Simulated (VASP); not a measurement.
# Sc3In (Pm-3m) in VASP: single point with LDA

Aim: the single point of Sc3In with LDA.

Program: VASP 6.6.1. These are calculated values, not measurements. Logs are shortened: lines on timing, memory, paths and dates and some standing lists are left out, and cuts for length are marked.

## 1. The cell of the first run

The structure is cubic, space group Pm-3m (No. 221). Conventional cell: a = 4.530 Å, b = 4.530 Å, c = 4.530 Å, α = 90.00°, β = 90.00°, γ = 90.00°. Sc (site symmetry 4/mmm) has 8 Sc at 3.20 Å and 4 In at 3.20 Å within 4.2 Å. Within 4.2 Å of Sc (site symmetry 4/mmm) lie 8 Sc at 3.20 Å and 4 In at 3.20 Å. Within 4.2 Å of In (site symmetry m-3m) lie 12 Sc at 3.20 Å.

## 2. Single point, LDA

INCAR

```
SYSTEM = Sc3In
  PREC = Accurate
  ENCUT = 500
  EDIFF = 1E-6
  ISMEAR = 1
  SIGMA = 0.05
  LREAL = .False.
  LASPH = .True.
  NELM = 120
  ALGO = Normal
  ISIF = 2
  LWAVE = .False.
  LCHARG = .False.
  NBANDS = 106
  GGA_COMPAT = .False.
```

KPOINTS

```
regular mesh
0
Gamma
  1 1 2
  0 0 0
```

POSCAR

```
Sc3In
1.0
    9.0608176400      0.0000000000      0.0000000000
    0.0000000000      9.0608176400      0.0000000000
    0.0000000000      0.0000000000      4.5304088200
Sc In
12 4
Direct
    0.2500000000      0.2500000000      0.0000000000
    0.2500000000      0.0000000000      0.5000000000
    0.0000000000      0.2500000000      0.5000000000
    0.2500000000      0.7500000000      0.0000000000
    0.2500000000      0.5000000000      0.5000000000
    0.0000000000      0.7500000000      0.5000000000
    0.7500000000      0.2500000000      0.0000000000
    0.7500000000      0.0000000000      0.5000000000
    0.5000000000      0.2500000000      0.5000000000
    0.7500000000      0.7500000000      0.0000000000
    0.7500000000      0.5000000000      0.5000000000
    0.5000000000      0.7500000000      0.5000000000
    0.0000000000      0.0000000000      0.0000000000
    0.0000000000      0.5000000000      0.0000000000
    0.5000000000      0.0000000000      0.0000000000
    0.5000000000      0.5000000000      0.0000000000
```

Potentials or basis: VASP PAW LDA potentials, release 64 (Sc_sv, In_d).

Launch:

```sh
$ cat potpaw_LDA.64/Sc_sv/POTCAR potpaw_LDA.64/In_d/POTCAR > POTCAR
$ mpirun -np 1 vasp_std > vasp.out
```

OUTCAR:

```text
SYSTEM = Sc3In
   PREC = Accurate
   ENCUT = 500
   EDIFF = 1E-6
   ISMEAR = 1
   LREAL = .False.
   LASPH = .True.
   NELM = 120
   ISIF = 2

 ion  position               nearest neighbor table
   1  0.250  0.250  0.000-   2 3.20   3 3.20   5 3.20   9 3.20  13 3.20  14 3.20  15 3.20  16 3.20
                             2 3.20   3 3.20   5 3.20   9 3.20
   2  0.250  0.000  0.500-   1 3.20   3 3.20   4 3.20   6 3.20   9 3.20  12 3.20  13 3.20  15 3.20
                             1 3.20   4 3.20  13 3.20  15 3.20
   3  0.000  0.250  0.500-   1 3.20   2 3.20   5 3.20   7 3.20   8 3.20  11 3.20  13 3.20  14 3.20
                             1 3.20   7 3.20  13 3.20  14 3.20
   4  0.250  0.750  0.000-   2 3.20   5 3.20   6 3.20  12 3.20  13 3.20  14 3.20  15 3.20  16 3.20
                             2 3.20   5 3.20   6 3.20  12 3.20
   5  0.250  0.500  0.500-   1 3.20   3 3.20   4 3.20   6 3.20   9 3.20  12 3.20  14 3.20  16 3.20
                             1 3.20   4 3.20  14 3.20  16 3.20
   6  0.000  0.750  0.500-   2 3.20   4 3.20   5 3.20   8 3.20  10 3.20  11 3.20  13 3.20  14 3.20
                             4 3.20  10 3.20  13 3.20  14 3.20
   7  0.750  0.250  0.000-   3 3.20   8 3.20   9 3.20  11 3.20  13 3.20  14 3.20  15 3.20  16 3.20
                             3 3.20   8 3.20   9 3.20  11 3.20
   8  0.750  0.000  0.500-   3 3.20   6 3.20   7 3.20   9 3.20  10 3.20  12 3.20  13 3.20  15 3.20
                             7 3.20  10 3.20  13 3.20  15 3.20
   9  0.500  0.250  0.500-   1 3.20   2 3.20   5 3.20   7 3.20   8 3.20  11 3.20  15 3.20  16 3.20
                             1 3.20   7 3.20  15 3.20  16 3.20
  10  0.750  0.750  0.000-   6 3.20   8 3.20  11 3.20  12 3.20  13 3.20  14 3.20  15 3.20  16 3.20
                             6 3.20   8 3.20  11 3.20  12 3.20
  11  0.750  0.500  0.500-   3 3.20   6 3.20   7 3.20   9 3.20  10 3.20  12 3.20  14 3.20  16 3.20
                             7 3.20  10 3.20  14 3.20  16 3.20
  12  0.500  0.750  0.500-   2 3.20   4 3.20   5 3.20   8 3.20  10 3.20  11 3.20  15 3.20  16 3.20
                             4 3.20  10 3.20  15 3.20  16 3.20
  13  0.000  0.000  0.000-   1 3.20   2 3.20   3 3.20   4 3.20   6 3.20   7 3.20   8 3.20  10 3.20
                             2 3.20   3 3.20   6 3.20   8 3.20
  14  0.000  0.500  0.000-   1 3.20   3 3.20   4 3.20   5 3.20   6 3.20   7 3.20  10 3.20  11 3.20
                             3 3.20   5 3.20   6 3.20  11 3.20
  15  0.500  0.000  0.000-   1 3.20   2 3.20   4 3.20   7 3.20   8 3.20   9 3.20  10 3.20  12 3.20
                             2 3.20   8 3.20   9 3.20  12 3.20
  16  0.500  0.500  0.000-   1 3.20   4 3.20   5 3.20   7 3.20   9 3.20  10 3.20  11 3.20  12 3.20
                             5 3.20   9 3.20  11 3.20  12 3.20

  LATTYP: Found a simple tetragonal cell.
 ALAT       =     9.0608176400
 C/A-ratio  =     0.5000000000

  Lattice vectors:

 A1 = (   9.0608176400,   0.0000000000,   0.0000000000)
 A2 = (   0.0000000000,   9.0608176400,   0.0000000000)
 A3 = (   0.0000000000,   0.0000000000,   4.5304088200)

Analysis of symmetry for initial positions (statically):
=====================================================================
 Subroutine PRICEL returns following result:

  LATTYP: Found a simple cubic cell.
 ALAT       =     4.5304088200

  Lattice vectors:

 A1 = (   4.5304088200,   0.0000000000,   0.0000000000)
 A2 = (   0.0000000000,   4.5304088200,   0.0000000000)
 A3 = (   0.0000000000,   0.0000000000,   4.5304088200)

   4 primitive cells build up your supercell.

 Routine SETGRP: Setting up the symmetry group for a
 simple tetragonal supercell.

 Subroutine GETGRP returns: Found 16 space group operations
 (whereof 16 operations were pure point group operations)
 out of a pool of 16 trial point group operations.

The static configuration has the point symmetry D_4h.

Analysis of symmetry for dynamics (positions and initial velocities):
=====================================================================
 Subroutine PRICEL returns following result:

  LATTYP: Found a simple cubic cell.
 ALAT       =     4.5304088200

  Lattice vectors:

 A1 = (   4.5304088200,   0.0000000000,   0.0000000000)
 A2 = (   0.0000000000,   4.5304088200,   0.0000000000)
 A3 = (   0.0000000000,   0.0000000000,   4.5304088200)

   4 primitive cells build up your supercell.

 Routine SETGRP: Setting up the symmetry group for a
 simple tetragonal supercell.

 Subroutine GETGRP returns: Found 16 space group operations
 (whereof 16 operations were pure point group operations)
 out of a pool of 16 trial point group operations.

The dynamic configuration has the point symmetry D_4h.

 Subroutine INISYM returns: Found 16 space group operations
 (whereof 16 operations are pure point group operations),
 and found     4 'primitive' translations

----------------------------------------------------------------------------------------

                                     Primitive cell

  volume of cell :      92.9848

  direct lattice vectors                    reciprocal lattice vectors
     4.530408820  0.000000000  0.000000000     0.220730632  0.000000000  0.000000000
     0.000000000  4.530408820  0.000000000     0.000000000  0.220730632  0.000000000
     0.000000000  0.000000000  4.530408820     0.000000000  0.000000000  0.220730632

  length of vectors
     4.530408820  4.530408820  4.530408820     0.220730632  0.220730632  0.220730632

  position of ions in fractional coordinates (direct lattice)
     0.500000000  0.500000000  0.000000000
     0.500000000  0.000000000  0.500000000
     0.000000000  0.500000000  0.500000000
     0.000000000  0.000000000  0.000000000

  ion indices of the primitive-cell ions
   primitive index   ion index
                 1           1
                 2           2
                 3           3
                 4          13

----------------------------------------------------------------------------------------

 KPOINTS: regular mesh

Automatic generation of k-mesh.
 Grid dimensions read from file:
 generate k-points for:    1    1    2

 Generating k-lattice:

  Cartesian coordinates                     Fractional coordinates (reciprocal lattice)
     0.110365316  0.000000000  0.000000000     1.000000000  0.000000000  0.000000000
     0.000000000  0.110365316  0.000000000     0.000000000  1.000000000  0.000000000
     0.000000000  0.000000000  0.110365316     0.000000000  0.000000000  0.500000000

  Length of vectors
     0.110365316  0.110365316  0.110365316

  Shift w.r.t. Gamma in fractional coordinates (k-lattice)
     0.000000000  0.000000000  0.000000000

 Subroutine IBZKPT returns following result:
 ===========================================

 Found      2 irreducible k-points:

 Following reciprocal coordinates:
            Coordinates               Weight
  0.000000  0.000000  0.000000      1.000000
  0.000000  0.000000  0.500000      1.000000
   k-points           NKPTS =      2   k-points in BZ     NKDIM =      2   number of bands    NBANDS=    106
   number of dos      NEDOS =    301   number of ions     NIONS =     16
   total plane-waves  NPLWV = 176400
   dimension x,y,z NGX =    70 NGY =   70 NGZ =   36
   dimension x,y,z NGXF=   140 NGYF=  140 NGZF=   72
   ions per type =              12   4
   NGX,Y,Z   is equivalent  to a cutoff of  12.84, 12.84, 13.21 a.u.
   NGXF,Y,Z  is equivalent  to a cutoff of  25.69, 25.69, 26.42 a.u.
 SYSTEM =  Sc3In
   PREC   = accura    normal or accurate (medium, high low for compatibility)
   ISTART =      0    job   : 0-new  1-cont  2-samecut
   ICHARG =      2    charge: 1-file 2-atom 10-const
   ISPIN  =      1    spin polarized calculation?
   LNONCOLLINEAR =      F non collinear calculations
   LSORBIT =      F    spin-orbit coupling
   LASPH  =      T    aspherical Exc in radial PAW
   ENCUT  =  500.0 eV  36.75 Ry    6.06 a.u.  16.52 16.52  8.26*2*pi/ulx,y,z
   NELM   =    120;   NELMIN=  2; NELMDL= -5     # of ELM steps
   EDIFF  = 0.1E-05   stopping-criterion for ELM
   LREAL  =      F    real-space projection
   EDIFFG = 0.1E-04   stopping-criterion for IOM
   NSW    =      0    number of steps for IOM
   IBRION =     -1    ionic relax: 0-MD 1-quasi-New 2-CG
   NFREE  =      0    steps in history (QN), initial steepest desc. (CG)
   ISIF   =      2    stress and relaxation
   ISYM   =      2    0-nonsym 1-usesym 2-fastsym
   POTIM  = 0.5000    time-step for ionic-motion
   TEBEG  =    0.0;   TEEND  =   0.0 temperature during run
   PSTRESS=    0.0 pullay stress
   NELECT =     184.0000    total number of electrons
   NUPDOWN=      -1.0000    fix difference up-down
   EMIN   =  10.00;   EMAX   =-10.00  energy-range for DOS
   EFERMI =   0.00;   METHOD = LEGACY
   ISMEAR =     1;   SIGMA  =   0.05  broadening in eV -4-tet -1-fermi 0-gaus
   EFERMI_NEDOS =   21; number of points for ismear=-14 and -15
   IALGO  =     38    algorithm
   IMIX   =      4    mixing-type and parameters
     AMIX     =   0.40;   BMIX     =  1.00
     AMIX_MAG =   1.60;   BMIX_MAG =  1.00
  volume/ion in A,a.u.               =      23.25       156.87
  Fermi-wavevector in a.u.,A,eV,Ry     =   1.294762  2.446746 22.808935  1.676409
  Thomas-Fermi vector in A             =   2.426325
   LORBIT       =      0    0 simple, 1 ext, 2 COOP (PROOUT), +10 PAW based schemes
   GGA     = CA    functional components
   LHFCALC =     F    Hartree Fock is set to
   AEXX    =    0.0000 exact exchange contribution
   IVDW    =     0    specifies the selected vdW correction
   LEPSILON=     F    determine dielectric tensor
   LRPA    =     F    only Hartree local field effects (RPA)
 non-spin polarized calculation
 Methfessel and Paxton  Order N= 1 SIGMA  =   0.05
  energy-cutoff  :      500.00
  volume of cell :      371.94
 maximum number of plane-waves:      9453
 NGX is ok and might be reduce to    70
   NGX = 33   NGY = 33   NGZ = 17

 number of electron     183.9999965 magnetization

 Free energy of the ion-electron system (eV)
  ---------------------------------------------------
  ext. energy  EPLUGINS =         0.00000000
  ---------------------------------------------------
  free energy    TOTEN  =       -98.19074724 eV

  energy without entropy =      -98.18190837  energy(sigma->0) =      -98.18780095

 E-fermi :   5.3000     XC(G=0): -10.5402

 val. band max:        5.2462554968   @ k =   0.0000   0.0000   0.0000
 cond. band min:       5.3121007266   @ k =   0.0000   0.0000   0.0000
 fundamental gap:      0.0658452299
 Fermi energy:         5.3000380074

 k-point     1 :       0.0000    0.0000    0.0000
  band No.  band energies     occupation
      1     -43.6836      2.00000
      2     -43.6565      2.00000
      3     -43.6565      2.00000
      4     -43.6297      2.00000
      5     -43.6297      2.00000
      6     -43.6294      2.00000
[... 96 lines left out ...]
    103       6.0386     -0.00000
    104       6.0393     -0.00000

 k-point     2 :       0.0000    0.0000    0.5000
  band No.  band energies     occupation
      1     -43.6566      2.00000
      2     -43.6297      2.00000
      3     -43.6295      2.00000
      4     -43.6295      2.00000
      5     -43.6294      2.00000
      6     -43.6294      2.00000
[... 96 lines left out ...]
    103       6.2921     -0.00000
    104       6.2962     -0.00000
 [bands above 104 left out]

------------------------ aborting loop because EDIFF is reached ----------------------------------------

  FORCE on cell =-STRESS in cart. coord.  units (eV):
  Direction    XX          YY          ZZ          XY          YZ          ZX
  --------------------------------------------------------------------------------------
  -------------------------------------------------------------------------------------
  Total      -15.8953373    -15.8953373    -15.8999275      0.0000000     -0.0000000      0.0000000
  in kB      -68.4712343    -68.4712343    -68.4910073      0.0000000     -0.0000000      0.0000000
  external PRESSURE =     -68.4778253 kB  Pullay stress =       0.0000000 kB

 VOLUME and BASIS-vectors are now :
 -----------------------------------------------------------------------------
  energy-cutoff  :      500.00
  volume of cell :      371.94
      direct lattice vectors                 reciprocal lattice vectors
     9.060817640  0.000000000  0.000000000     0.110365316  0.000000000  0.000000000
     0.000000000  9.060817640  0.000000000     0.000000000  0.110365316  0.000000000
     0.000000000  0.000000000  4.530408820     0.000000000  0.000000000  0.220730632

 POSITION                                       TOTAL-FORCE (eV/Angst)
 -----------------------------------------------------------------------------------
      2.26520      2.26520      0.00000        -0.000000      0.000000     -0.000000
      2.26520      0.00000      2.26520         0.000000     -0.000000      0.000000
      0.00000      2.26520      2.26520         0.000000      0.000000      0.000000
      2.26520      6.79561      0.00000        -0.000000      0.000000     -0.000000
      2.26520      4.53041      2.26520         0.000000     -0.000000      0.000000
      0.00000      6.79561      2.26520        -0.000000      0.000000      0.000000
[... 8 lines left out ...]
      4.53041      0.00000      0.00000        -0.000000     -0.000000     -0.000000
      4.53041      4.53041      0.00000         0.000000     -0.000000     -0.000000
 -----------------------------------------------------------------------------------
    total drift:                                0.000000     -0.000000      0.000000

  FREE ENERGIE OF THE ION-ELECTRON SYSTEM (eV)
  ---------------------------------------------------
  free  energy   TOTEN  =       -98.1907472366 eV

  energy  without entropy=      -98.1819083678  energy(sigma->0) =      -98.18780095
```

Run time: 76 s. Hardware: 1 thread of Intel Xeon Platinum 8488C (Sapphire Rapids), shared host; peak memory 0.34 GiB.

What came out:

```yaml
Free_energy: -98.1907 eV
Pressure: -6.8 GPa
Band_gap_on_the_k_mesh: zero (filled and empty bands touch)
```

Caveat: the k points lie up to 0.69 Å⁻¹ apart; spin-orbit coupling is left out, which moves the levels of the heavy elements.

The gap in the log of VASP goes by the Fermi energy; the results here count the filled bands.